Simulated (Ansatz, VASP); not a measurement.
Li: VASP beside Ansatz

The input INCAR:

```
PREC = Accurate ; ENCUT = 600
EDIFF = 1E-7 ; ISMEAR = 1
SIGMA = 0.1 ; LREAL = F
LASPH = T ; NELM = 100
ALGO = Normal ; ISIF = 3
LWAVE = F ; LCHARG = F
IBRION = 2 ; NSW = 80
EDIFFG = -0.005
```

The input KPOINTS:

```
Automatic mesh
0
Gamma
  20 20 20
```

File POSCAR:

```
Li
1.0
    3.4500000000      0.0000000000      0.0000000000
    0.0000000000      3.4500000000      0.0000000000
    0.0000000000      0.0000000000      3.4500000000
Li
2
Direct
    0.0000000000      0.0000000000      0.0000000000
    0.5000000000      0.5000000000      0.5000000000
```

Input for Ansatz:

```yaml
crystal:
  lattice:
    - [3.45, 0.0, 0.0]
    - [0.0, 3.45, 0.0]
    - [0.0, 0.0, 3.45]
  atoms:
    - { symbol: Li, position: [0.0, 0.0, 0.0] }
    - { symbol: Li, position: [0.5, 0.5, 0.5] }
scf:
  occupations: { method: methfessel_paxton, width: 0.1 }
output:
  forces: true
  stress: true
  eigenvalues: true
hamiltonian:
  xc: lda
kpoints:
  mp_grid: { grid: [20, 20, 20] }
relax:
  f_tol: 0.005
  cell: { stress_tol: 0.02 }
```

Alike in both runs: task relaxation of cell and atoms; functional LDA; k mesh 20 × 20 × 20; occupations methfessel-paxton of order 1, width 0.1 eV; no spin polarisation.

```csv
,VASP,Ansatz
version,VASP 6.6.1,Ansatz 0.2.0
potentials or method,"VASP PAW LDA potentials, release 64 (Li_sv)","scalar-relativistic, plane waves, PAW"
plane-wave cutoff (eV),600,420
valence electrons in the cell,6,6
```

VASP gave:

- gap on the k mesh at the Fermi level, each at its own relaxed structure (eV): none
- relaxed volume (Å³/atom): 18.73
- relaxed length of the cell vector where the two differ most in proportion (Å): 3.346

**Question.** Which values does Ansatz return?

**Answer.** gap on the k mesh at the Fermi level, each at its own relaxed structure (eV): none; relaxed volume (Å³/atom): 19.00; relaxed length of the cell vector where the two differ most in proportion (Å): 3.362.

LDA's correlation is that of Perdew and Zunger in VASP and of Perdew and Wang (1992) in Ansatz. A gap of «none» marks a metal or a gap that the smearing closes.

Noted on VASP's run: the cutoff is under 1.25 times that of the potentials, so the pressure is a little rough.
